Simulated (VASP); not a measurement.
PbSe:

```xyz
2
Lattice="0.0000 3.0399 3.0697 3.0697 0.0000 3.0697 3.0697 3.0399 0.0000" Properties=species:S:1:pos:R:3 pbc="T T T"
Pb    0.0000    0.0000    0.0000
Se    3.0697    3.0399    3.0697
```

This cell differs from its parent crystal: uniaxial y strain -1.0%.

Base run:

```yaml
Program: VASP 6.6.1
Functional: PBE
Potentials_or_basis: VASP PAW PBE potentials, release 64 (Pb_d, Se)
Cutoff: 500 eV
k_mesh: 8 × 8 × 8
Occupations: fermi-dirac, width 0.02 eV
Spin: no spin polarisation
```

Its results: band gap on the k mesh 0.29 eV; pressure 2.5 GPa.

Problem. The run is repeated on the same cell with these changes: functional from PBE to r2SCAN; cutoff from 500 eV to 550 eV; occupations from fermi-dirac, width 0.02 eV to gaussian, width 0.01 eV. What comes out?

Solution. Band gap on the k mesh 0.57 eV; pressure 1.6 GPa.

Caveats: spin-orbit coupling is left out, which moves the levels of the heavy elements; the PAW data sets were made with another functional, which shifts forces and pressure a little (at least some runs).

A k mesh can miss the band edges.
